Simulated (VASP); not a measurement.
# Se (P3_121) in VASP: further runs, part 2 of 2

VASP 6.6.1. The steps go on from the part before.

## (3) Electric field gradients, PBEsol (zz strain of +3 %)

File INCAR:

```
PREC = Accurate
ENCUT = 520
EDIFF = 1E-8
ISMEAR = -1
SIGMA = 0.03
LREAL = False
LASPH = True
NELM = 80
ALGO = Normal
ISIF = 2
LWAVE = False
LCHARG = False
GGA = PS
LEFG = True
NBANDS = 16
```

File KPOINTS:

```
regular mesh
0
Gamma
  6 6 5
```

File POSCAR:

```
Se
1.0
    4.3661999489      0.0000000000      0.0000000000
   -2.1830999745      3.7812400738      0.0000000000
    0.0000000000      0.0000000000      5.1022080000
Se
3
Direct
    0.2254000000      0.0000000000      0.3333333333
    0.0000000000      0.2254000000      0.6666666667
    0.7746000000      0.7746000000      0.0000000000
```

Potentials or basis: VASP PAW PBE potentials, release 64 (Se).

The run is started by

```
$ cat potpaw_PBE.64/Se/POTCAR > POTCAR
$ mpirun -np 1 vasp_std > vasp.out
```

OUTCAR:

```text
PREC = Accurate
   ENCUT = 520
   EDIFF = 1E-8
   ISMEAR = -1
   LREAL = False
   LASPH = True
   NELM = 80
   ISIF = 2
   GGA = PS

 ion  position               nearest neighbor table
   1  0.225  0.000  0.333-   3 2.41   2 2.41
   2  0.000  0.225  0.667-   3 2.41   1 2.41
   3  0.775  0.775  0.000-   1 2.41   2 2.41

  LATTYP: Found a hexagonal cell.
 ALAT       =     4.3661999489
 C/A-ratio  =     1.1685694791

  Lattice vectors:

 A1 = (   4.3661999489,   0.0000000000,   0.0000000000)
 A2 = (  -2.1830999745,   3.7812400738,   0.0000000000)
 A3 = (   0.0000000000,   0.0000000000,   5.1022080000)

Analysis of symmetry for initial positions (statically):
=====================================================================
 Subroutine PRICEL returns:
 Original cell was already a primitive cell.

 Routine SETGRP: Setting up the symmetry group for a
 hexagonal supercell.

 Subroutine GETGRP returns: Found  6 space group operations
 (whereof  2 operations were pure point group operations)
 out of a pool of 24 trial point group operations.

The static configuration has the point symmetry C_2 .
 The point group associated with its full space group is D_3 .

Analysis of symmetry for dynamics (positions and initial velocities):
=====================================================================
 Subroutine PRICEL returns:
 Original cell was already a primitive cell.

 Routine SETGRP: Setting up the symmetry group for a
 hexagonal supercell.

 Subroutine GETGRP returns: Found  6 space group operations
 (whereof  2 operations were pure point group operations)
 out of a pool of 24 trial point group operations.

The dynamic configuration has the point symmetry C_2 .
 The point group associated with its full space group is D_3 .

 Subroutine INISYM returns: Found  6 space group operations
 (whereof  2 operations are pure point group operations),
 and found     1 'primitive' translations

----------------------------------------------------------------------------------------

                                     Primitive cell

  volume of cell :      84.2357

  direct lattice vectors                    reciprocal lattice vectors
     4.366199949  0.000000000  0.000000000     0.229032113  0.132231752  0.000000000
    -2.183099975  3.781240074  0.000000000     0.000000000  0.264463504  0.000000000
     0.000000000  0.000000000  5.102208000     0.000000000  0.000000000  0.195993578

  length of vectors
     4.366199949  4.366199949  5.102208000     0.264463504  0.264463504  0.195993578

  position of ions in fractional coordinates (direct lattice)
     0.225400000  0.000000000  0.333333333
     0.000000000  0.225400000  0.666666667
     0.774600000  0.774600000  0.000000000

  ion indices of the primitive-cell ions
   primitive index   ion index
                 1           1
                 2           2
                 3           3

[... 81 lines left out ...]
   PSTRESS=    0.0 pullay stress
   NELECT =      18.0000    total number of electrons
   NUPDOWN=      -1.0000    fix difference up-down
   EMIN   =  10.00;   EMAX   =-10.00  energy-range for DOS
   EFERMI =   0.00;   METHOD = LEGACY
   ISMEAR =    -1;   SIGMA  =   0.03  broadening in eV -4-tet -1-fermi 0-gaus
   EFERMI_NEDOS =   21; number of points for ismear=-14 and -15
   IALGO  =     38    algorithm
   IMIX   =      4    mixing-type and parameters
     AMIX     =   0.40;   BMIX     =  1.00
     AMIX_MAG =   1.60;   BMIX_MAG =  1.00
  volume/ion in A,a.u.               =      28.08       189.48
  Fermi-wavevector in a.u.,A,eV,Ry     =   0.978739  1.849549 13.033435  0.957930
  Thomas-Fermi vector in A             =   2.109538
   LORBIT       =      0    0 simple, 1 ext, 2 COOP (PROOUT), +10 PAW based schemes
   GGA     = PS    functional components
   LHFCALC =     F    Hartree Fock is set to
   AEXX    =    0.0000 exact exchange contribution
   IVDW    =     0    specifies the selected vdW correction
   LEPSILON=     F    determine dielectric tensor
   LRPA    =     F    only Hartree local field effects (RPA)
 non-spin polarized calculation
  energy-cutoff  :      520.00
  volume of cell :       84.24
 maximum number of plane-waves:      2278
   NGX = 17   NGY = 17   NGZ = 19

 number of electron      18.0000001 magnetization

 Free energy of the ion-electron system (eV)
  ---------------------------------------------------
  ext. energy  EPLUGINS =         0.00000000
  ---------------------------------------------------
  free energy    TOTEN  =       -11.47877954 eV

  energy without entropy =      -11.47877954  energy(sigma->0) =      -11.47877954

 E-fermi :   2.7638     XC(G=0):  -8.9221

 val. band max:        2.1565486753   @ k =   0.3333   0.3333   0.4000
 cond. band min:       3.3498207306   @ k =   0.3333   0.3333   0.4000
 fundamental gap:      1.1932720553
 Fermi energy:         2.7637957671

 k-point     1 :       0.0000    0.0000    0.0000
  band No.  band energies     occupation
      1     -13.3013      2.00000
      2      -9.4311      2.00000
      3      -9.4311      2.00000
      4      -1.4369      2.00000
      5      -1.4369      2.00000
      6      -1.2634      2.00000
[... 433 lines left out ...]
      3      -7.9898      2.00000
      4      -2.9070      2.00000
      5      -2.0065      2.00000
      6      -1.4203      2.00000
[... 8 lines left out ...]
     15      10.0182      0.00000
     16      10.4145      0.00000

 [... further k-points ...]

------------------------ aborting loop because EDIFF is reached ----------------------------------------

  FORCE on cell =-STRESS in cart. coord.  units (eV):
  Direction    XX          YY          ZZ          XY          YZ          ZX
  --------------------------------------------------------------------------------------
  -------------------------------------------------------------------------------------
  Total       -0.8644630     -0.8644630     -1.1824494      0.0000000      0.0000000      0.0000000
  in kB      -16.4422395    -16.4422395    -22.4903960      0.0000000      0.0000000      0.0000000
  external PRESSURE =     -18.4582917 kB  Pullay stress =       0.0000000 kB

 VOLUME and BASIS-vectors are now :
 -----------------------------------------------------------------------------
  energy-cutoff  :      520.00
  volume of cell :       84.24
      direct lattice vectors                 reciprocal lattice vectors
     4.366199949  0.000000000  0.000000000     0.229032113  0.132231752  0.000000000
    -2.183099975  3.781240074  0.000000000     0.000000000  0.264463504  0.000000000
     0.000000000  0.000000000  5.102208000     0.000000000  0.000000000  0.195993578

 POSITION                                       TOTAL-FORCE (eV/Angst)
 -----------------------------------------------------------------------------------
      0.98414      0.00000      1.70074         0.002666     -0.000000      0.000000
     -0.49207      0.85229      3.40147        -0.001333      0.002309     -0.000000
      1.69103      2.92895      0.00000        -0.001333     -0.002309     -0.000000
 -----------------------------------------------------------------------------------
    total drift:                               -0.000000     -0.000001     -0.000000

  FREE ENERGIE OF THE ION-ELECTRON SYSTEM (eV)
  ---------------------------------------------------
  free  energy   TOTEN  =       -11.4787795448 eV

  energy  without entropy=      -11.4787795445  energy(sigma->0) =      -11.47877954

 Electric field gradients (V/A^2)
---------------------------------------------------------------------
 ion       V_xx      V_yy      V_zz      V_xy      V_xz      V_yz
---------------------------------------------------------------------
   1     163.515  -346.853   183.338    -0.000    -0.000   313.586
   2    -219.261    35.923   183.338  -220.996  -271.574  -156.793
   3    -219.261    35.923   183.338   220.995   271.574  -156.793
---------------------------------------------------------------------

 Electric field gradients after diagonalization (V/A^2)
 (convention: |V_zz| > |V_xx| > |V_yy|)
----------------------------------------------------------------------
 ion       V_xx      V_yy      V_zz     asymmetry (V_yy - V_xx)/ V_zz
----------------------------------------------------------------------
   1     328.866   163.515  -492.381       0.336
   2     328.866   163.515  -492.381       0.336
   3     328.866   163.514  -492.381       0.336
----------------------------------------------------------------------

           NMR quadrupolar parameters

 Cq : quadrupolar parameter    Cq=e*Q*V_zz/h
 eta: asymmetry parameters     (V_yy - V_xx)/ V_zz
 Q  : nuclear electric quadrupole moment in mb (millibarn)
----------------------------------------------------------------------
 ion       Cq(MHz)       eta       Q (mb)
----------------------------------------------------------------------
   1      -1.191       0.336       1.000
   2      -1.191       0.336       1.000
   3      -1.191       0.336       1.000
----------------------------------------------------------------------
```

OSZICAR:

```text
N       E                     dE             d eps       ncg     rms          rms(c)
DAV:   1     0.793096271036E+02    0.79310E+02   -0.71816E+03   864   0.932E+02
DAV:   2    -0.634387446517E+01   -0.85654E+02   -0.81468E+02  1152   0.151E+02
DAV:   3    -0.115436583668E+02   -0.51998E+01   -0.51804E+01  1088   0.428E+01
DAV:   4    -0.115794223914E+02   -0.35764E-01   -0.35760E-01  1144   0.423E+00
DAV:   5    -0.115796767851E+02   -0.25439E-03   -0.25439E-03  1136   0.350E-01    0.657E+00
DAV:   6    -0.115070131316E+02    0.72664E-01   -0.37232E-02  1048   0.118E+00    0.405E+00
DAV:   7    -0.114795507180E+02    0.27462E-01   -0.74289E-02   976   0.163E+00    0.193E-01
DAV:   8    -0.114787074952E+02    0.84322E-03   -0.93983E-03   968   0.580E-01    0.877E-02
DAV:   9    -0.114787705232E+02   -0.63028E-04   -0.26757E-04  1256   0.107E-01    0.283E-02
DAV:  10    -0.114787786693E+02   -0.81461E-05   -0.31377E-05  1056   0.365E-02    0.648E-03
DAV:  11    -0.114787797431E+02   -0.10739E-05   -0.60294E-06  1208   0.140E-02    0.401E-03
DAV:  12    -0.114787795676E+02    0.17557E-06   -0.11335E-06  1072   0.649E-03    0.996E-04
DAV:  13    -0.114787795452E+02    0.22366E-07   -0.15869E-07  1152   0.216E-03    0.283E-04
DAV:  14    -0.114787795448E+02    0.39495E-09   -0.13800E-08   848   0.735E-04
   1 F= -.11478780E+02 E0= -.11478780E+02  d E =-.258135E-09
```

stdout:

```text
POSCAR found type information on POSCAR Se
 POSCAR found :  1 types and       3 ions
 scaLAPACK will be used
 -----------------------------------------------------------------------------
|                                                                             |
|                                                                             |
|     You enforced a specific xc type in the INCAR file but a different       |
|     I HOPE YOU KNOW WHAT YOU ARE DOING!                                     |
|                                                                             |
 -----------------------------------------------------------------------------

 LDA part: xc-table for (Slater+PW92), standard interpolation
 POSCAR, INCAR and KPOINTS ok, starting setup
 FFT: planning ... GRIDC
 FFT: planning ... GRID_SOFT
 FFT: planning ... GRID
 WAVECAR not read
 entering main loop
ion   1

ion   2
     0.0000499     4.2333130     2.9135186    -2.9032147     5.0463622     2.4441044
     0.0000687     4.2333129     2.9135185    -2.9032146     5.0463621     2.4441044
     0.0000946     4.2333129     2.9135185    -2.9032146     5.0463621     2.4441043
     0.0001302     4.2333128     2.9135184    -2.9032145     5.0463620     2.4441043
[... 12 lines left out ...]
     0.0000499  -202.4004124   143.4930286  -145.2827467  -248.5372161   116.8559325
     0.0000687  -202.3954943   143.4895312  -145.2792051  -248.5311584   116.8530931
     0.0000946  -202.3875216   143.4838615  -145.2734640  -248.5213381   116.8484900
     0.0001302  -202.3746610   143.4747158  -145.2642033  -248.5054973   116.8410650
```

Wall time 38 s (1 thread of AMD EPYC 7R43 (Zen 3), shared host); peak memory 0.16 GiB.

What came out:

```yaml
Free_energy: -11.4788 eV
Pressure: -1.8 GPa
Band_gap_on_the_k_mesh: 1.19 eV
Largest_electric_field_gradient_by_atom: Se -492.4 V/Å²
```

Forces on the atoms (eV/Å):
```
Se   0.003  0.000  0.000
Se  -0.001  0.002  0.000
Se  -0.001 -0.002  0.000
```

Levels at points of the mesh, in eV from the valence-band top:
```csv
k point,band 7,band 8,band 9,band 10,band 11,band 12
"(0.00, 0.00, 0.00)",-1.77,-1.77,-0.24,1.81,1.81,2.30
"(0.50, 0.00, 0.00)",-2.78,-1.59,-0.86,1.89,2.33,4.05
```

Electric field gradients, principal values (V/Å²):
```csv
atom,least,middle,greatest (by size)
1 Se,163.515,328.866,-492.381
2 Se,163.515,328.866,-492.381
3 Se,163.514,328.866,-492.381
```

Caveat: the cell differs from its parent crystal (zz strain of +3 %); without QUAD_EFG the Cq values of the log hold for a quadrupole moment of 1 mb, not for the nuclei; the PAW data sets were made with another functional, which shifts forces and pressure a little; an odd mesh through Γ misses points on the zone boundary, where band edges can lie.

## (4) Electric field gradients, PBEsol

This run uses another cell than the first one, of 27.26 Å³/atom.

File INCAR:

```
SYSTEM = Se
  PREC = Accurate
  ENCUT = 520
  EDIFF = 1E-8
  ISMEAR = -1
  SIGMA = 0.03
  LREAL = .False.
  LASPH = .True.
  NELM = 60
  ALGO = Normal
  ISIF = 2
  LWAVE = .False.
  LCHARG = .False.
  GGA = PS
  LEFG = .True.
  NBANDS = 16
```

File KPOINTS:

```
regular mesh
0
Gamma
  6 6 5
  0 0 0
```

Edit POSCAR of step 3 so:

```diff
@@ -4,3 +4,3 @@
    -2.1830999745      3.7812400738      0.0000000000
-    0.0000000000      0.0000000000      5.1022080000
+    0.0000000000      0.0000000000      4.9536000000
 Se
```

Potentials or basis: VASP PAW PBE potentials, release 64 (Se).

The run is started by

```
$ cat potpaw_PBE.64/Se/POTCAR > POTCAR
$ mpirun -np 1 vasp_std > vasp.out
```

OUTCAR:

```text
SYSTEM = Se
   PREC = Accurate
   ENCUT = 520
   EDIFF = 1E-8
   ISMEAR = -1
   LREAL = .False.
   LASPH = .True.
   NELM = 60
   ISIF = 2
   GGA = PS

 ion  position               nearest neighbor table
   1  0.225  0.000  0.333-   3 2.37   2 2.37
   2  0.000  0.225  0.667-   3 2.37   1 2.37
   3  0.775  0.775  0.000-   1 2.37   2 2.37

  LATTYP: Found a hexagonal cell.
 ALAT       =     4.3661999489
 C/A-ratio  =     1.1345334749

  Lattice vectors:

 A1 = (   4.3661999489,   0.0000000000,   0.0000000000)
[... 675 lines left out ...]

  energy  without entropy=      -11.4859483853  energy(sigma->0) =      -11.48594839

 Electric field gradients (V/A^2)
---------------------------------------------------------------------
 ion       V_xx      V_yy      V_zz      V_xy      V_xz      V_yz
---------------------------------------------------------------------
   1     162.587  -331.115   168.528    -0.000     0.000   322.723
   2    -207.689    39.161   168.528  -213.780  -279.486  -161.361
   3    -207.689    39.162   168.528   213.779   279.486  -161.361
---------------------------------------------------------------------

 Electric field gradients after diagonalization (V/A^2)
 (convention: |V_zz| > |V_xx| > |V_yy|)
----------------------------------------------------------------------
 ion       V_xx      V_yy      V_zz     asymmetry (V_yy - V_xx)/ V_zz
----------------------------------------------------------------------
   1     326.825   162.587  -489.412       0.336
   2     326.825   162.587  -489.412       0.336
   3     326.825   162.587  -489.412       0.336
----------------------------------------------------------------------

           NMR quadrupolar parameters

 Cq : quadrupolar parameter    Cq=e*Q*V_zz/h
 eta: asymmetry parameters     (V_yy - V_xx)/ V_zz
 Q  : nuclear electric quadrupole moment in mb (millibarn)
----------------------------------------------------------------------
 ion       Cq(MHz)       eta       Q (mb)
----------------------------------------------------------------------
   1      -1.183       0.336       1.000
   2      -1.183       0.336       1.000
   3      -1.183       0.336       1.000
----------------------------------------------------------------------
```

Run time: 30 s. Hardware: 1 thread of Intel Xeon Platinum 8259CL at 2.50GHz (Skylake/Cascade Lake), shared host; peak memory 0.19 GiB.

Results:

```yaml
Free_energy: -11.4859 eV
Pressure: 0.4 GPa
Largest_force: 0.331 eV/Å
Band_gap_on_the_k_mesh: 1.23 eV (least direct gap 1.46 eV)
Largest_electric_field_gradient_by_atom: Se -489.4 V/Å²
```

Forces on the atoms (eV/Å):
```
Se   0.331  0.000  0.000
Se  -0.166  0.287  0.000
Se  -0.166 -0.287  0.000
```

Levels at points of the mesh, in eV from the valence-band top:
```csv
k point,band 5,band 6,band 7,band 8,band 9,band 10,band 11,band 12,band 13,band 14
"(0.00, 0.00, 0.00)",-3.75,-3.69,-1.96,-1.96,-0.31,1.94,1.94,2.23,6.07,6.44
"(0.50, 0.00, 0.00)",-4.64,-3.37,-2.83,-1.70,-0.91,1.98,2.39,4.20,5.22,7.61
```

Electric field gradients, principal values (V/Å²):
```
atom    least   middle  greatest (by size)
1 Se  162.587  326.825            -489.412
2 Se  162.587  326.825            -489.412
3 Se  162.587  326.825            -489.412
```

Caveat: without QUAD_EFG the Cq values of the log hold for a quadrupole moment of 1 mb, not for the nuclei; the PAW data sets were made with another functional, which shifts forces and pressure a little; an odd mesh through Γ misses points on the zone boundary, where band edges can lie.

## (5) Summary

```csv
cell,gap on the mesh (eV),pressure (GPa),largest force (eV/Å)
"a = 4.366, b = 4.366, c = 5.003 Å, angles 90.0, 90.0, 120.0°, 3 atoms",1.25,-0.4,0.21
"a = 4.366, b = 4.366, c = 5.102 Å, angles 90.0, 90.0, 120.0°, 3 atoms",1.19,-1.8,-
"a = 4.366, b = 4.366, c = 4.954 Å, angles 90.0, 90.0, 120.0°, 3 atoms",1.23,0.4,0.33
```

Alike in all rows: task electric field gradients; level PBEsol; potentials or basis VASP PAW PBE potentials, release 64 (Se); no spin polarisation; k mesh 6 × 6 × 5; cutoff (eV) 520; smearing fermi-dirac 0.03 eV.

Caveats: the PAW data sets were made with another functional, which shifts forces and pressure a little; an odd mesh through Γ misses points on the zone boundary, where band edges can lie.

Absolute energies hang on the potentials; compare differences alone.
